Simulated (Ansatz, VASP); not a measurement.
## One calculation of Y, two programs

```
Y
1.0
     3.65044    0.00000    0.00000
    -1.82522    3.16137    0.00000
     0.00000    0.00000    5.72625
Y
2
Direct
  0.33333 0.66667 0.25000
  0.66667 0.33333 0.75000
```

Alike in both runs: task electric field gradients; functional PBE; k mesh 15 × 15 × 8; occupations fermi-dirac, width 0.15 eV; no spin polarisation.

```csv
,VASP,Ansatz
version,VASP 6.6.1,Ansatz 0.2.0
potentials or method,"VASP PAW PBE potentials, release 64 (Y_sv), cutoff 400 eV","scalar-relativistic, plane waves, PAW"
valence electrons in the cell,22,22
```

VASP gave:

```
gap on the k mesh at the Fermi level (eV)            : none
pressure (GPa)                                       : -0.1
size of Vzz on the site where it differs most (V/Å²) : 25.0
```

Question: Estimate Ansatz's values.

Answer: gap on the k mesh at the Fermi level (eV): none; pressure (GPa): 0.0; size of Vzz on the site where it differs most (V/Å²): 26.6.

A gap of «none» marks a metal or a gap that the smearing closes. The functional is the same, so the differences come from potentials, cutoffs and numerics.
